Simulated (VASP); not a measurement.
BaS:

```
Ba S
1.0
     0.00000    3.31939    3.21180
     3.31939    0.00000    3.21180
     3.31939    3.31939    0.00000
Ba S
1 1
Direct
  0.00000 0.00000 0.00000
  0.50000 0.50000 0.50000
```

This cell differs from its parent crystal: biaxial xy strain +3.4%.

Base run:

* Program: VASP 6.6.1
* Functional: HSE06
* Potentials or basis: VASP PAW PBE potentials, release 64 (Ba_sv, S)
* Cutoff: 520 eV
* k mesh: 6 × 6 × 6
* Occupations: gaussian, width 0.01 eV
* Spin: no spin polarisation

Its results: band gap on the k mesh 3.07 eV (least direct gap 3.28 eV); pressure -2.2 GPa.

Q: The run is repeated on the same cell with these changes: functional from HSE06 to r2SCAN; k mesh from 6 × 6 × 6 to 8 × 8 × 8. What comes out?

A: Band gap on the k mesh 2.50 eV (least direct gap 2.70 eV); pressure -2.0 GPa.

Several settings changed at once.

Caveats: the PAW data sets were made with another functional, which shifts forces and pressure a little; spin-orbit coupling is left out, which moves the levels of the heavy elements.

A k mesh can miss the band edges.
